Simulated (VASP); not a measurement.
# Cu (P-3m1) in VASP: notebook

The runs below take Cu through single point, relaxation of cell and atoms, with PBE.

Program: VASP 6.6.1. These are calculated values, not measurements. Logs are shortened: lines on timing, memory, paths and dates and some standing lists are left out, and cuts for length are marked.

## Step 1: The cell of the first run

The structure is trigonal, space group P-3m1 (No. 164). Conventional cell: a = 2.547 Å, b = 2.547 Å, c = 6.306 Å, α = 90.00°, β = 90.00°, γ = 120.00°. Within 3.2 Å of Cu (site symmetry 3m) lie 12 Cu at 2.39 to 2.94 Å. Within 3.2 Å of Cu (site symmetry -3m) lie 12 Cu at 2.39 to 2.55 Å.

## Step 2: Single point, PBE

File INCAR:

```
PREC = Accurate
ENCUT = 520
EDIFF = 1E-7
ISMEAR = 0
SIGMA = 0.1
LREAL = F
LASPH = T
NELM = 60
ALGO = Fast
ISIF = 2
LWAVE = F
LCHARG = F
GGA = PE
NBANDS = 24
```

File KPOINTS:

```
regular mesh
0
Gamma
  6 6 4
```

File POSCAR:

```
Cu
1.0
    2.5470777900      0.0000000000      0.0000000000
   -1.2735389000      2.2058340700      0.0000000000
    0.0000000000      0.0000000000      6.3060092000
Cu
3
Direct
    0.3333333300      0.6666666700      0.7981972200
    0.0000000000      0.0000000000      0.5000000000
    0.6666666700      0.3333333300      0.2018027800
```

Potentials or basis: VASP PAW PBE potentials, release 64 (Cu).

Run with:

```console
$ cat potpaw_PBE.64/Cu/POTCAR > POTCAR
$ mpirun -np 1 vasp_std > vasp.out
```

OUTCAR:

```text
PREC = Accurate
   ENCUT = 520
   EDIFF = 1E-7
   ISMEAR = 0
   LREAL = F
   LASPH = T
   NELM = 60
   ISIF = 2
   GGA = PE

 ion  position               nearest neighbor table
   1  0.333  0.667  0.798-   2 2.39   2 2.39   2 2.39
   2  0.000  0.000  0.500-   1 2.39   3 2.39   3 2.39   1 2.39   3 2.39   1 2.39
   3  0.667  0.333  0.202-   2 2.39   2 2.39   2 2.39

  LATTYP: Found a hexagonal cell.
 ALAT       =     2.5470777900
 C/A-ratio  =     2.4757819430

  Lattice vectors:

 A1 = (   2.5470777900,   0.0000000000,   0.0000000000)
 A2 = (  -1.2735389000,   2.2058340700,   0.0000000000)
 A3 = (   0.0000000000,   0.0000000000,   6.3060092000)

Analysis of symmetry for initial positions (statically):
=====================================================================
 Subroutine PRICEL returns:
 Original cell was already a primitive cell.

 Routine SETGRP: Setting up the symmetry group for a
 hexagonal supercell.

 Subroutine GETGRP returns: Found 12 space group operations
 (whereof 12 operations were pure point group operations)
 out of a pool of 24 trial point group operations.

The static configuration has the point symmetry D_3d.

Analysis of symmetry for dynamics (positions and initial velocities):
=====================================================================
 Subroutine PRICEL returns:
 Original cell was already a primitive cell.

 Routine SETGRP: Setting up the symmetry group for a
 hexagonal supercell.

 Subroutine GETGRP returns: Found 12 space group operations
 (whereof 12 operations were pure point group operations)
 out of a pool of 24 trial point group operations.

The dynamic configuration has the point symmetry D_3d.

 Subroutine INISYM returns: Found 12 space group operations
 (whereof 12 operations are pure point group operations),
 and found     1 'primitive' translations

----------------------------------------------------------------------------------------

                                     Primitive cell

  volume of cell :      35.4299

  direct lattice vectors                    reciprocal lattice vectors
     2.547077790  0.000000000  0.000000000     0.392606776  0.226671629  0.000000000
    -1.273538900  2.205834070  0.000000000     0.000000000  0.453343256  0.000000000
     0.000000000  0.000000000  6.306009200     0.000000000  0.000000000  0.158578900

  length of vectors
     2.547077790  2.547077791  6.306009200     0.453343256  0.453343256  0.158578900

  position of ions in fractional coordinates (direct lattice)
     0.333333330  0.666666670  0.798197220
     0.000000000  0.000000000  0.500000000
     0.666666670  0.333333330  0.201802780

  ion indices of the primitive-cell ions
   primitive index   ion index
                 1           1
                 2           2
                 3           3

----------------------------------------------------------------------------------------

 KPOINTS: regular mesh

Automatic generation of k-mesh.
 Grid dimensions read from file:
 generate k-points for:    6    6    4

 Generating k-lattice:

  Cartesian coordinates                     Fractional coordinates (reciprocal lattice)
     0.065434463  0.037778605  0.000000000     0.166666667  0.000000000  0.000000000
     0.000000000  0.075557209  0.000000000     0.000000000  0.166666667  0.000000000
     0.000000000  0.000000000  0.039644725     0.000000000  0.000000000  0.250000000

  Length of vectors
     0.075557209  0.075557209  0.039644725

  Shift w.r.t. Gamma in fractional coordinates (k-lattice)
     0.000000000  0.000000000  0.000000000

 Subroutine IBZKPT returns following result:
 ===========================================

 Found     24 irreducible k-points:

 Following reciprocal coordinates:
            Coordinates               Weight
  0.000000  0.000000  0.000000      1.000000
  0.166667 -0.000000  0.000000      6.000000
  0.333333 -0.000000  0.000000      6.000000
  0.500000  0.000000  0.000000      3.000000
  0.166667  0.166667  0.000000      6.000000
  0.333333  0.166667  0.000000     12.000000
[... 16 lines left out ...]
  0.333333  0.166667  0.500000     12.000000
  0.333333  0.333333  0.500000      2.000000
   k-points           NKPTS =     24   k-points in BZ     NKDIM =     24   number of bands    NBANDS=     24
   number of dos      NEDOS =    301   number of ions     NIONS =      3
   total plane-waves  NPLWV =  19200
   dimension x,y,z NGX =    20 NGY =   20 NGZ =   48
   dimension x,y,z NGXF=    40 NGYF=   40 NGZF=   96
   ions per type =               3
   NGX,Y,Z   is equivalent  to a cutoff of  13.05, 13.05, 12.65 a.u.
   NGXF,Y,Z  is equivalent  to a cutoff of  26.11, 26.11, 25.31 a.u.
 SYSTEM =  unknown system
   PREC   = accura    normal or accurate (medium, high low for compatibility)
   ISTART =      0    job   : 0-new  1-cont  2-samecut
   ICHARG =      2    charge: 1-file 2-atom 10-const
   ISPIN  =      1    spin polarized calculation?
   LNONCOLLINEAR =      F non collinear calculations
   LSORBIT =      F    spin-orbit coupling
   LASPH  =      T    aspherical Exc in radial PAW
   ENCUT  =  520.0 eV  38.22 Ry    6.18 a.u.   4.74  4.74 11.72*2*pi/ulx,y,z
   NELM   =     60;   NELMIN=  2; NELMDL= -5     # of ELM steps
   EDIFF  = 0.1E-06   stopping-criterion for ELM
   LREAL  =      F    real-space projection
   EDIFFG = 0.1E-05   stopping-criterion for IOM
   NSW    =      0    number of steps for IOM
   IBRION =     -1    ionic relax: 0-MD 1-quasi-New 2-CG
   NFREE  =      0    steps in history (QN), initial steepest desc. (CG)
   ISIF   =      2    stress and relaxation
   ISYM   =      2    0-nonsym 1-usesym 2-fastsym
   POTIM  = 0.5000    time-step for ionic-motion
   TEBEG  =    0.0;   TEEND  =   0.0 temperature during run
   PSTRESS=    0.0 pullay stress
   NELECT =      33.0000    total number of electrons
   NUPDOWN=      -1.0000    fix difference up-down
   EMIN   =  10.00;   EMAX   =-10.00  energy-range for DOS
   EFERMI =   0.00;   METHOD = LEGACY
   ISMEAR =     0;   SIGMA  =   0.10  broadening in eV -4-tet -1-fermi 0-gaus
   EFERMI_NEDOS =   21; number of points for ismear=-14 and -15
   IALGO  =     68    algorithm
   IMIX   =      4    mixing-type and parameters
     AMIX     =   0.40;   BMIX     =  1.00
     AMIX_MAG =   1.60;   BMIX_MAG =  1.00
  volume/ion in A,a.u.               =      11.81        79.70
  Fermi-wavevector in a.u.,A,eV,Ry     =   1.598783  3.021262 34.777960  2.556108
  Thomas-Fermi vector in A             =   2.696179
   LORBIT       =      0    0 simple, 1 ext, 2 COOP (PROOUT), +10 PAW based schemes
   GGA     = PE    functional components
   LHFCALC =     F    Hartree Fock is set to
   AEXX    =    0.0000 exact exchange contribution
   IVDW    =     0    specifies the selected vdW correction
   LEPSILON=     F    determine dielectric tensor
   LRPA    =     F    only Hartree local field effects (RPA)
 non-spin polarized calculation
 RMM-DIIS sequential band-by-band and
 Gauss-broadening in eV      SIGMA  =   0.10
  energy-cutoff  :      520.00
  volume of cell :       35.43
 maximum number of plane-waves:       976
 NGX is ok and might be reduce to    20
   NGX =  9   NGY =  9   NGZ = 23

 number of electron      33.0000007 magnetization

 Free energy of the ion-electron system (eV)
  ---------------------------------------------------
  ext. energy  EPLUGINS =         0.00000000
  ---------------------------------------------------
  free energy    TOTEN  =       -10.63193505 eV

  energy without entropy =      -10.62297192  energy(sigma->0) =      -10.62745349

 E-fermi :   7.4964     XC(G=0): -12.6724

 val. band max:        7.4435480201   @ k =   0.3333   0.1667   0.5000
 cond. band min:       7.5324776983   @ k =   0.1667  -0.0000   0.2500
 fundamental gap:      0.0889296782
 Fermi energy:         7.4963781190

 k-point     1 :       0.0000    0.0000    0.0000
  band No.  band energies     occupation
      1      -1.9175      2.00000
      2       1.2787      2.00000
      3       1.7395      2.00000
      4       4.2511      2.00000
      5       4.3125      2.00000
      6       4.3125      2.00000
[... 16 lines left out ...]
     23      29.8922      0.00000
     24      29.9192      0.00000

 k-point     2 :       0.1667   -0.0000    0.0000
  band No.  band energies     occupation
      1      -1.0358      2.00000
      2       1.9508      2.00000
      3       2.3593      2.00000
      4       3.8023      2.00000
      5       3.9861      2.00000
      6       4.2295      2.00000
[... 16 lines left out ...]
     23      25.4112      0.00000
     24      25.6506      0.00000

 k-point     3 :       0.3333   -0.0000    0.0000
  band No.  band energies     occupation
      1       1.1863      2.00000
      2       2.5948      2.00000
      3       3.1110      2.00000
      4       3.2768      2.00000
      5       3.8274      2.00000
      6       4.1165      2.00000
[... 16 lines left out ...]
     23      20.0856      0.00000
     24      22.0224      0.00000

 k-point     4 :       0.5000    0.0000    0.0000
  band No.  band energies     occupation
      1       2.3771      2.00000
      2       2.5584      2.00000
      3       2.9493      2.00000
      4       3.0637      2.00000
      5       3.8873      2.00000
      6       4.3511      2.00000
[... 16 lines left out ...]
     23      21.0613      0.00000
     24      22.5427      0.00000

 k-point     5 :       0.1667    0.1667    0.0000
  band No.  band energies     occupation
      1       0.5635      2.00000
      2       2.7329      2.00000
      3       3.1914      2.00000
      4       3.5086      2.00000
      5       3.5881      2.00000
      6       4.0144      2.00000
[... 451 lines left out ...]
 k-point    22 :       0.1667    0.1667    0.5000
  band No.  band energies     occupation
      1       0.9236      2.00000
      2       1.9037      2.00000
      3       3.3377      2.00000
      4       3.4684      2.00000
      5       3.7537      2.00000
      6       4.1000      2.00000
[... 16 lines left out ...]
     23      19.9685      0.00000
     24      25.4257      0.00000

 k-point    23 :       0.3333    0.1667    0.5000
  band No.  band energies     occupation
      1       2.4832      2.00000
      2       2.7916      2.00000
      3       3.1981      2.00000
      4       3.3649      2.00000
      5       3.7711      2.00000
      6       4.0079      2.00000
[... 16 lines left out ...]
     23      18.1045      0.00000
     24      20.2068      0.00000

 k-point    24 :       0.3333    0.3333    0.5000
  band No.  band energies     occupation
      1       3.1494      2.00000
      2       3.2404      2.00000
      3       3.2404      2.00000
      4       3.5006      2.00000
      5       3.5006      2.00000
      6       4.1784      2.00000
[... 16 lines left out ...]
     23      18.5039      0.00000
     24      19.5344      0.00000

------------------------ aborting loop because EDIFF is reached ----------------------------------------

  FORCE on cell =-STRESS in cart. coord.  units (eV):
  Direction    XX          YY          ZZ          XY          YZ          ZX
  --------------------------------------------------------------------------------------
  -------------------------------------------------------------------------------------
  Total        2.1932992      2.1932992      2.7503201     -0.0000000      0.0000000     -0.0000000
  in kB       99.1833594     99.1833592    124.3724458     -0.0000002      0.0000000     -0.0000000
  external PRESSURE =     107.5797215 kB  Pullay stress =       0.0000000 kB

 VOLUME and BASIS-vectors are now :
 -----------------------------------------------------------------------------
  energy-cutoff  :      520.00
  volume of cell :       35.43
      direct lattice vectors                 reciprocal lattice vectors
     2.547077790  0.000000000  0.000000000     0.392606776  0.226671629  0.000000000
    -1.273538900  2.205834070  0.000000000     0.000000000  0.453343256  0.000000000
     0.000000000  0.000000000  6.306009200     0.000000000  0.000000000  0.158578900

 POSITION                                       TOTAL-FORCE (eV/Angst)
 -----------------------------------------------------------------------------------
     -0.00000      1.47056      5.03344         0.000000     -0.000000      1.783294
      0.00000      0.00000      3.15300         0.000000      0.000000      0.000000
      1.27354      0.73528      1.27257        -0.000000      0.000000     -1.783294
 -----------------------------------------------------------------------------------
    total drift:                                0.000000      0.000000      0.000000

  FREE ENERGIE OF THE ION-ELECTRON SYSTEM (eV)
  ---------------------------------------------------
  free  energy   TOTEN  =       -10.6319350506 eV

  energy  without entropy=      -10.6229719204  energy(sigma->0) =      -10.62745349
```

Run time: 76 s. Hardware: 1 thread of Intel Xeon 8259CL, shared host; peak memory 0.15 GiB.

Results:

```
Free energy            : -10.6319 eV
Pressure               : 10.8 GPa
Largest force          : 1.783 eV/Å
Band gap on the k mesh : zero (an odd number of electrons rules out a gap without spin polarisation)
```

Forces in eV/Å, atoms in the order of the input:
```
Cu   0.000  0.000  1.783
Cu   0.000  0.000  0.000
Cu   0.000  0.000 -1.783
```

Caveat: the k points lie up to 0.47 Å⁻¹ apart, too coarse for converged energies and pressures of a metal; forces of over 1 eV/Å act on the atoms, so gaps and moduli don't describe the material at rest.

## Step 3: Relaxation of cell and atoms, PBE

File INCAR:

```
  PREC = Accurate
  ENCUT = 600
  EDIFF = 1E-6
  ISMEAR = 0
  SIGMA = 0.1
  LREAL = False
  LASPH = True
  NELM = 60
  ALGO = Normal
  ISIF = 3
  LWAVE = False
  LCHARG = False
  GGA = PE
  IBRION = 2
  NSW = 90
  EDIFFG = -0.04
```

KPOINTS is that of step 2.

POSCAR is that of step 2.

Potentials or basis: VASP PAW PBE potentials, release 64 (Cu).

Run with:

```console
$ cat potpaw_PBE.64/Cu/POTCAR > POTCAR
$ mpirun -np 1 vasp_std > vasp.out
```

Run time: 11 min. Hardware: 1 thread of Intel Xeon 8259CL, shared host; peak memory 0.16 GiB.

The run converged. Its results:

```yaml
Free_energy: -11.0680 eV
Relaxed_volume: 12.04 Å³/atom
Relaxed_cell: a = 2.612 Å, b = 2.612 Å, c = 6.113 Å, α = 90.00°, β = 90.00°, γ = 120.00°
Space_group_after_relaxing_to_0.1_Å: R-3m (No. 166)
Energy_gained_by_relaxing: 145.3 meV/atom
Ionic_steps: 16
Pressure_after_relaxing: 0.4 GPa
Largest_force_after_relaxing: 0.034 eV/Å
Band_gap_on_the_k_mesh: zero (an odd number of electrons rules out a gap without spin polarisation)
```

Forces in eV/Å, atoms in the order of the input:
```
Cu   0.000  0.000 -0.034
Cu   0.000  0.000  0.000
Cu   0.000  0.000  0.034
```

Stress tensor (GPa, compression positive):
```
0.33 0.00 0.00
0.00 0.33 0.00
0.00 0.00 0.51
```

Step by step:
```
step  energy change (eV)  largest force (eV/Å)  pressure (GPa)  volume (Å³)
   1              0.0000                1.7815           11.20        35.43
   2             -0.1948                0.5443           -7.95        39.83
   3             -0.2131                0.7531           -4.75        38.72
   4             -0.3147                0.6443           -3.33        37.63
   5             -0.3807                0.3985            6.02        34.75
   6             -0.4057                0.2848            0.50        36.05
   7             -0.4115                0.1460            1.73        35.70
   8             -0.4117                0.1067            2.13        35.61
   9             -0.4245                0.1806           -0.31        36.24
  10             -0.4246                0.1626           -0.18        36.21
  11             -0.4331                0.1137           -0.30        36.22
  12             -0.4353                0.0773           -0.25        36.23
  13             -0.4355                0.0678           -0.29        36.23
  14             -0.4358                0.0113            0.47        36.05
  15             -0.4359                0.0243            0.54        36.09
  16             -0.4358                0.0342            0.39        36.12
```

Final structure:
```xyz
3
Lattice="2.6121 0.0000 0.0000 -1.3060 2.2621 0.0000 0.0000 0.0000 6.1132" Properties=species:S:1:pos:R:3 pbc="T T T"
Cu    0.0000    1.5081    5.0973
Cu    0.0000    0.0000    3.0566
Cu    1.3060    0.7540    1.0159
```

Levels at points of the mesh, in eV from the Fermi level:
```csv
k point,band 13,band 14,band 15,band 16,band 17,band 18,band 19,band 20
"(0.00, 0.00, 0.00)",-2.14,-2.14,-1.90,-1.90,-1.89,-1.89,9.46,9.50
"(0.50, 0.00, 0.00)",-1.63,-1.48,-1.44,0.40,0.40,1.55,4.91,4.93
"(0.00, 0.00, 0.50)",-2.23,-2.23,-2.23,-1.57,-1.57,-0.50,4.32,17.90
"(0.50, 0.00, 0.50)",-1.58,-1.57,-1.57,-1.04,1.11,1.12,3.49,9.19
```

Caveat: the k points lie up to 0.46 Å⁻¹ apart in the final cell, too coarse for converged energies and pressures of a metal.

The gap in the log of VASP goes by the Fermi energy; the results here count the filled bands.